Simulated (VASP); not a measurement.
# Ta4H3 (P6/mmm) in VASP: a series of runs

The runs below take Ta4H3 through single point, relaxation of cell and atoms, with PBE.

Program: VASP 6.6.1. These are calculated values, not measurements. Logs are shortened: lines on timing, memory, paths and dates and some standing lists are left out, and cuts for length are marked.

### 1 The cell of the first run

It takes space group P6/mmm (No. 191, hexagonal). Conventional cell: a = 4.589 Å, b = 4.589 Å, c = 6.353 Å, α = 90.00°, β = 90.00°, γ = 120.00°. Ta (site symmetry 3m) has 1 H at 1.77 Å within 2.3 Å. Within 3.5 Å of H (site symmetry 6/mmm) lie 6 H at 2.65 Å and 12 Ta at 3.18 Å. H (site symmetry -6m2) has 2 Ta at 1.77 Å within 2.3 Å.

The cell was generated, and may not be a known phase.

### 2 Single point, PBE

The input, INCAR:

```
SYSTEM = Ta4H3
PREC     = Accurate       ! precision mode
ENCUT    = 500            ! plane-wave cutoff, eV
EDIFF    = 1E-6           ! SCF threshold, eV
ISMEAR   = 0              ! smearing method
SIGMA    = 0.2            ! smearing width, eV
LREAL    = .FALSE.        ! projectors in reciprocal space
LASPH    = .TRUE.         ! aspherical terms in the spheres
NELM     = 120            ! most SCF steps
ALGO     = Normal         ! electronic algorithm
ISIF     = 2              ! what is computed and relaxed
LWAVE    = .FALSE.        ! write WAVECAR
LCHARG   = .TRUE.         ! write CHGCAR
GGA      = PE             ! functional
LELF     = .TRUE.         ! ELF
LVHAR    = .TRUE.       
NBANDS   = 32             ! bands
GGA_COMPAT= .FALSE.
```

The input, KPOINTS:

```
Automatic mesh
0
G
  5 5 3
  0 0 0
```

The input, POSCAR:

```
Ta4H3
1.0
    4.5890123036     -0.0000000032      0.0000000000
   -2.2945061490      3.9742012349      0.0000000000
    0.0000000000      0.0000000000      6.3525962111
Ta H
4 3
Direct
    0.3333333333      0.6666666667      0.7219022765
    0.6666666667      0.3333333333      0.7219022765
    0.6666666667      0.3333333333      0.2780977235
    0.3333333333      0.6666666667      0.2780977235
    0.0000000000      0.0000000000      0.0000000000
    0.3333333333      0.6666666667      0.0000000000
    0.6666666667      0.3333333333      0.0000000000
```

Potentials or basis: VASP PAW PBE potentials, release 64 (Ta_pv, H).

Command:

```sh
$ cat potpaw_PBE.64/Ta_pv/POTCAR potpaw_PBE.64/H/POTCAR > POTCAR
$ mpirun -np 1 vasp_std > vasp.out
```

OUTCAR:

```text
SYSTEM = Ta4H3
   PREC = Accurate
   ENCUT = 500
   EDIFF = 1E-6
   ISMEAR = 0
   LREAL = .FALSE.
   LASPH = .TRUE.
   NELM = 120
   ISIF = 2
   GGA = PE

 ion  position               nearest neighbor table
   1  0.333  0.667  0.722-   6 1.77   2 2.65   2 2.65   2 2.65   4 2.82   4 3.53
   2  0.667  0.333  0.722-   7 1.77   1 2.65   1 2.65   1 2.65   3 2.82   3 3.53
   3  0.667  0.333  0.278-   7 1.77   4 2.65   4 2.65   4 2.65   2 2.82   2 3.53
   4  0.333  0.667  0.278-   6 1.77   3 2.65   3 2.65   3 2.65   1 2.82   1 3.53
   5  0.000  0.000  0.000-
   6  0.333  0.667  0.000-   1 1.77   4 1.77
   7  0.667  0.333  0.000-   2 1.77   3 1.77

  LATTYP: Found a hexagonal cell.
 ALAT       =     4.5890123036
 C/A-ratio  =     1.3843057701

  Lattice vectors:

 A1 = (   4.5890123036,  -0.0000000032,   0.0000000000)
 A2 = (  -2.2945061490,   3.9742012349,   0.0000000000)
 A3 = (   0.0000000000,   0.0000000000,   6.3525962111)

Analysis of symmetry for initial positions (statically):
=====================================================================
 Subroutine PRICEL returns:
 Original cell was already a primitive cell.

 Routine SETGRP: Setting up the symmetry group for a
 hexagonal supercell.

 Subroutine GETGRP returns: Found 24 space group operations
 (whereof 24 operations were pure point group operations)
 out of a pool of 24 trial point group operations.

The static configuration has the point symmetry D_6h.

Analysis of symmetry for dynamics (positions and initial velocities):
=====================================================================
 Subroutine PRICEL returns:
 Original cell was already a primitive cell.

 Routine SETGRP: Setting up the symmetry group for a
 hexagonal supercell.

 Subroutine GETGRP returns: Found 24 space group operations
 (whereof 24 operations were pure point group operations)
 out of a pool of 24 trial point group operations.

The dynamic configuration has the point symmetry D_6h.

 Subroutine INISYM returns: Found 24 space group operations
 (whereof 24 operations are pure point group operations),
 and found     1 'primitive' translations

----------------------------------------------------------------------------------------

                                     Primitive cell

  volume of cell :     115.8565

  direct lattice vectors                    reciprocal lattice vectors
     4.589012304 -0.000000003  0.000000000     0.217911815  0.125811445  0.000000000
    -2.294506149  3.974201235  0.000000000     0.000000000  0.251622890  0.000000000
     0.000000000  0.000000000  6.352596211     0.000000000  0.000000000  0.157415955

  length of vectors
     4.589012304  4.589012304  6.352596211     0.251622890  0.251622890  0.157415955

  position of ions in fractional coordinates (direct lattice)
     0.333333333  0.666666667  0.721902277
     0.666666667  0.333333333  0.721902277
     0.666666667  0.333333333  0.278097723
     0.333333333  0.666666667  0.278097723
     0.000000000  0.000000000  0.000000000
     0.333333333  0.666666667  0.000000000
     0.666666667  0.333333333  0.000000000

  ion indices of the primitive-cell ions
   primitive index   ion index
                 1           1
                 2           2
                 3           3
                 4           4
                 5           5
                 6           6
                 7           7

----------------------------------------------------------------------------------------

 KPOINTS: Automatic mesh

Automatic generation of k-mesh.
 Grid dimensions read from file:
 generate k-points for:    5    5    3

 Generating k-lattice:

  Cartesian coordinates                     Fractional coordinates (reciprocal lattice)
     0.043582363  0.025162289  0.000000000     0.200000000  0.000000000  0.000000000
     0.000000000  0.050324578  0.000000000     0.000000000  0.200000000  0.000000000
     0.000000000  0.000000000  0.052471985     0.000000000  0.000000000  0.333333333

  Length of vectors
     0.050324578  0.050324578  0.052471985

  Shift w.r.t. Gamma in fractional coordinates (k-lattice)
     0.000000000  0.000000000  0.000000000

 Subroutine IBZKPT returns following result:
 ===========================================

 Found     10 irreducible k-points:

 Following reciprocal coordinates:
            Coordinates               Weight
  0.000000  0.000000  0.000000      1.000000
  0.200000 -0.000000  0.000000      6.000000
  0.400000  0.000000  0.000000      6.000000
  0.200000  0.200000  0.000000      6.000000
  0.400000  0.200000  0.000000      6.000000
  0.000000  0.000000  0.333333      2.000000
  0.200000 -0.000000  0.333333     12.000000
  0.400000  0.000000  0.333333     12.000000
  0.200000  0.200000  0.333333     12.000000
  0.400000  0.200000  0.333333     12.000000
   k-points           NKPTS =     10   k-points in BZ     NKDIM =     10   number of bands    NBANDS=     32
   number of dos      NEDOS =    301   number of ions     NIONS =      7
   total plane-waves  NPLWV =  62208
   dimension x,y,z NGX =    36 NGY =   36 NGZ =   48
   dimension x,y,z NGXF=    72 NGYF=   72 NGZF=   96
   ions per type =               4   3
   NGX,Y,Z   is equivalent  to a cutoff of  13.04, 13.04, 12.56 a.u.
   NGXF,Y,Z  is equivalent  to a cutoff of  26.08, 26.08, 25.12 a.u.
 SYSTEM =  Ta4H3
   PREC   = accura    normal or accurate (medium, high low for compatibility)
   ISTART =      0    job   : 0-new  1-cont  2-samecut
   ICHARG =      2    charge: 1-file 2-atom 10-const
   ISPIN  =      1    spin polarized calculation?
   LNONCOLLINEAR =      F non collinear calculations
   LSORBIT =      F    spin-orbit coupling
   LASPH  =      T    aspherical Exc in radial PAW
   ENCUT  =  500.0 eV  36.75 Ry    6.06 a.u.   8.37  8.37 11.58*2*pi/ulx,y,z
   NELM   =    120;   NELMIN=  2; NELMDL= -5     # of ELM steps
   EDIFF  = 0.1E-05   stopping-criterion for ELM
   LREAL  =      F    real-space projection
   EDIFFG = 0.1E-04   stopping-criterion for IOM
   NSW    =      0    number of steps for IOM
   IBRION =     -1    ionic relax: 0-MD 1-quasi-New 2-CG
   NFREE  =      0    steps in history (QN), initial steepest desc. (CG)
   ISIF   =      2    stress and relaxation
   ISYM   =      2    0-nonsym 1-usesym 2-fastsym
   POTIM  = 0.5000    time-step for ionic-motion
   TEBEG  =    0.0;   TEEND  =   0.0 temperature during run
   PSTRESS=    0.0 pullay stress
   NELECT =      47.0000    total number of electrons
   NUPDOWN=      -1.0000    fix difference up-down
   EMIN   =  10.00;   EMAX   =-10.00  energy-range for DOS
   EFERMI =   0.00;   METHOD = LEGACY
   ISMEAR =     0;   SIGMA  =   0.20  broadening in eV -4-tet -1-fermi 0-gaus
   EFERMI_NEDOS =   21; number of points for ismear=-14 and -15
   IALGO  =     38    algorithm
   IMIX   =      4    mixing-type and parameters
     AMIX     =   0.40;   BMIX     =  1.00
     AMIX_MAG =   1.60;   BMIX_MAG =  1.00
  volume/ion in A,a.u.               =      16.55       111.69
  Fermi-wavevector in a.u.,A,eV,Ry     =   1.211902  2.290162 19.982950  1.468705
  Thomas-Fermi vector in A             =   2.347403
   LORBIT       =      0    0 simple, 1 ext, 2 COOP (PROOUT), +10 PAW based schemes
   GGA     = PE    functional components
   LHFCALC =     F    Hartree Fock is set to
   AEXX    =    0.0000 exact exchange contribution
   IVDW    =     0    specifies the selected vdW correction
   LEPSILON=     F    determine dielectric tensor
   LRPA    =     F    only Hartree local field effects (RPA)
 non-spin polarized calculation
 Gauss-broadening in eV      SIGMA  =   0.20
  energy-cutoff  :      500.00
  volume of cell :      115.86
 maximum number of plane-waves:      2959
 NGX is ok and might be reduce to    36
   NGX = 17   NGY = 17   NGZ = 23

 number of electron      47.0000012 magnetization

 Free energy of the ion-electron system (eV)
  ---------------------------------------------------
  ext. energy  EPLUGINS =         0.00000000
  ---------------------------------------------------
  free energy    TOTEN  =       -47.92832712 eV

  energy without entropy =      -47.81995117  energy(sigma->0) =      -47.87413914

 E-fermi :   2.4421     XC(G=0): -10.3301

 val. band max:        2.4392838733   @ k =   0.2000  -0.0000   0.3333
 cond. band min:       2.4859306442   @ k =   0.0000   0.0000   0.0000
 fundamental gap:      0.0466467709
 Fermi energy:         2.4420726931

 k-point     1 :       0.0000    0.0000    0.0000
  band No.  band energies     occupation
      1     -32.0589      2.00000
      2     -31.9307      2.00000
      3     -31.9307      2.00000
      4     -31.8686      2.00000
      5     -31.8686      2.00000
      6     -31.7654      2.00000
[... 24 lines left out ...]
     31       4.3656      0.00000
     32       4.3656      0.00000

 k-point     2 :       0.2000   -0.0000    0.0000
  band No.  band energies     occupation
      1     -32.0346      2.00000
      2     -31.9607      2.00000
      3     -31.8977      2.00000
      4     -31.8643      2.00000
      5     -31.8027      2.00000
      6     -31.7903      2.00000
[... 24 lines left out ...]
     31       4.8823      0.00000
     32       5.2502      0.00000
[... 243 lines left out ...]
     31       5.6252      0.00000
     32       5.7706      0.00000

 k-point    10 :       0.4000    0.2000    0.3333
  band No.  band energies     occupation
      1     -32.0386      2.00000
      2     -31.9821      2.00000
      3     -31.8843      2.00000
      4     -31.8257      2.00000
      5     -31.5768      2.00000
      6     -31.5280      2.00000
[... 24 lines left out ...]
     31       5.6987      0.00000
     32       5.8873      0.00000

------------------------ aborting loop because EDIFF is reached ----------------------------------------

  FORCE on cell =-STRESS in cart. coord.  units (eV):
  Direction    XX          YY          ZZ          XY          YZ          ZX
  --------------------------------------------------------------------------------------
  -------------------------------------------------------------------------------------
  Total        0.1192119      0.1192119      0.2359278      0.0000000      0.0000000     -0.0000000
  in kB        1.6485796      1.6485796      3.2626418      0.0000000      0.0000000     -0.0000000
  external PRESSURE =       2.1866004 kB  Pullay stress =       0.0000000 kB

 VOLUME and BASIS-vectors are now :
 -----------------------------------------------------------------------------
  energy-cutoff  :      500.00
  volume of cell :      115.86
      direct lattice vectors                 reciprocal lattice vectors
     4.589012304 -0.000000003  0.000000000     0.217911815  0.125811445  0.000000000
    -2.294506149  3.974201235  0.000000000     0.000000000  0.251622890  0.000000000
     0.000000000  0.000000000  6.352596211     0.000000000  0.000000000  0.157415955

 POSITION                                       TOTAL-FORCE (eV/Angst)
 -----------------------------------------------------------------------------------
      0.00000      2.64947      4.58595        -0.000000      0.000000     -0.012023
      2.29451      1.32473      4.58595        -0.000000     -0.000000     -0.012023
      2.29451      1.32473      1.76664        -0.000000      0.000000      0.012023
      0.00000      2.64947      1.76664         0.000000     -0.000000      0.012023
      0.00000      0.00000      0.00000         0.000000      0.000000     -0.000000
      0.00000      2.64947      0.00000         0.000000      0.000000     -0.000000
      2.29451      1.32473      0.00000        -0.000000     -0.000000     -0.000000
 -----------------------------------------------------------------------------------
    total drift:                                0.000000      0.000000     -0.000000

  FREE ENERGIE OF THE ION-ELECTRON SYSTEM (eV)
  ---------------------------------------------------
  free  energy   TOTEN  =       -47.9283271201 eV

  energy  without entropy=      -47.8199511667  energy(sigma->0) =      -47.87413914
```

It took 94 s on 1 thread of Intel Xeon 8259CL, shared host; peak memory 0.21 GiB.

Results:

```
Free energy            : -47.9283 eV
Pressure               : 0.2 GPa
Largest force          : 0.012 eV/Å
Band gap on the k mesh : zero (an odd number of electrons rules out a gap without spin polarisation)
```

Forces on the atoms (eV/Å):
```
Ta   0.000  0.000 -0.012
Ta   0.000  0.000 -0.012
Ta   0.000  0.000  0.012
Ta   0.000  0.000  0.012
H    0.000  0.000  0.000
H    0.000  0.000  0.000
H    0.000  0.000  0.000
```

Stress tensor (GPa, compression positive):
```
0.16 0.00 0.00
0.00 0.16 0.00
0.00 0.00 0.33
```

Caveat: spin-orbit coupling is left out, which moves the levels of the heavy elements; an odd number of electrons without spin polarisation forces a metal; a magnetic or distorted state may lie lower.

### 3 Single point, PBE

This run uses another cell than the first one, of 16.44 Å³/atom.

The input, INCAR:

```
PREC = Accurate ; ENCUT = 500
EDIFF = 1E-6 ; ISMEAR = 0
SIGMA = 0.2 ; LREAL = False
LASPH = True ; NELM = 120
ALGO = Normal ; ISIF = 2
LWAVE = False ; LCHARG = False
GGA = PE ; NBANDS = 32
GGA_COMPAT = False
```

The input, KPOINTS:

```
regular mesh
0
Gamma
  5 5 2
```

The input, POSCAR:

```
Ta4H3
1.0
    4.1889258455      0.0000000000      0.0000000000
   -2.0944629227      3.6277161967      0.0000000000
    0.0000000000      0.0000000000      7.5744142505
Ta H
4 3
Direct
    0.3333333333      0.6666666667      0.0000000000
    0.6666666667      0.3333333333      0.0000000000
    0.0000000000      0.0000000000      0.6667288326
    0.0000000000      0.0000000000      0.3332711674
    0.0000000000      0.0000000000      0.1164794896
    0.0000000000      0.0000000000      0.8835205104
    0.0000000000      0.0000000000      0.0000000000
```

Potentials or basis: VASP PAW PBE potentials, release 64 (Ta_pv, H).

Command:

```sh
$ cat potpaw_PBE.64/Ta_pv/POTCAR potpaw_PBE.64/H/POTCAR > POTCAR
$ mpirun -np 1 vasp_std > vasp.out
```

It took 90 s on 1 thread of Intel Xeon 8259CL, shared host; peak memory 0.2 GiB.

Results (log left out):

* Free energy: -44.5341 eV
* Pressure: 0.2 GPa
* Largest force: 0.006 eV/Å
* Band gap on the k mesh: zero (an odd number of electrons rules out a gap without spin polarisation)

Forces on the atoms (eV/Å):
```
Ta   0.000  0.000  0.000
Ta   0.000  0.000  0.000
Ta   0.000  0.000 -0.006
Ta   0.000  0.000  0.006
H    0.000  0.000 -0.006
H    0.000  0.000  0.006
H    0.000  0.000  0.000
```

Stress tensor (GPa, compression positive):
```
0.31 0.00 0.00
0.00 0.31 0.00
0.00 0.00 0.08
```

Levels at points of the mesh, in eV from the Fermi level:
```csv
k point,band 20,band 21,band 22,band 23,band 24,band 25,band 26,band 27
"(0.00, 0.00, 0.00)",-1.02,-1.02,0.18,0.18,0.18,0.73,0.73,0.81
"(0.00, 0.00, 0.50)",-1.13,-0.58,-0.58,-0.42,0.72,0.91,0.91,1.11
```

Caveat: the k points lie up to 0.41 Å⁻¹ apart, too coarse for converged energies and pressures of a metal; spin-orbit coupling is left out, which moves the levels of the heavy elements; an odd number of electrons without spin polarisation forces a metal; a magnetic or distorted state may lie lower.

(Part 1 of 2 ends here.)

The gap in the log of VASP goes by the Fermi energy; the results here count the filled bands.